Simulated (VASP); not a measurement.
Write the native input for VASP 6.6.1 that does the following.

```
Task                   : single point
Functional             : PBE
Potentials or basis    : VASP PAW PBE potentials, release 64 (Te)
Cutoff                 : 520 eV
k mesh                 : 2 × 2 × 2
Occupations            : fermi-dirac, width 0.05 eV
Spin                   : no spin polarisation
Dipole correction      : no
Further INCAR settings : ALGO = Normal; EDIFF = 1e-06; NBANDS = 16
```

The structure of Te lies in POSCAR:

```
Te
1.0
    4.5302708278      0.0000000000      0.0000000000
   -2.2651354139      3.9233296229      0.0000000000
    0.0000000000      0.0000000000      5.9374277250
Te
3
Direct
    0.2684005468      1.0000000000      0.3333333333
    0.0000000000      0.2684005468      0.6666666667
    0.7315994532      0.7315994532      0.0000000000
```

One way to write it, as run:

INCAR

```
SYSTEM = Te
PREC     = Accurate       ! precision mode
ENCUT    = 520            ! plane-wave cutoff, eV
EDIFF    = 1E-6           ! SCF threshold, eV
ISMEAR   = -1             ! smearing method
SIGMA    = 0.05           ! smearing width, eV
LREAL    = .FALSE.        ! projectors in reciprocal space
LASPH    = .TRUE.         ! aspherical terms in the spheres
NELM     = 80             ! most SCF steps
ALGO     = Normal         ! electronic algorithm
ISIF     = 2              ! what is computed and relaxed
LWAVE    = .FALSE.        ! write WAVECAR
LCHARG   = .FALSE.        ! write CHGCAR
GGA      = PE             ! functional
NBANDS   = 16             ! bands
```

KPOINTS

```
Automatic mesh
0
G
  2 2 2
  0 0 0
```

Potentials or basis: VASP PAW PBE potentials, release 64 (Te).

Launch:

```sh
$ cat potpaw_PBE.64/Te/POTCAR > POTCAR
$ mpirun -np 1 vasp_std > vasp.out
```

It gave:

```yaml
Pressure: 1.3 GPa
Largest_force: 0.776 eV/Å
Band_gap_on_the_k_mesh: 0.59 eV, indirect (least direct gap 0.96 eV)
```

Caveat: the k points lie up to 0.80 Å⁻¹ apart; spin-orbit coupling is left out, which moves the levels of the heavy elements.

It took 9.7 s on 1 thread of Intel Xeon 6975P-C, on a shared host, peak memory 0.22 GiB.
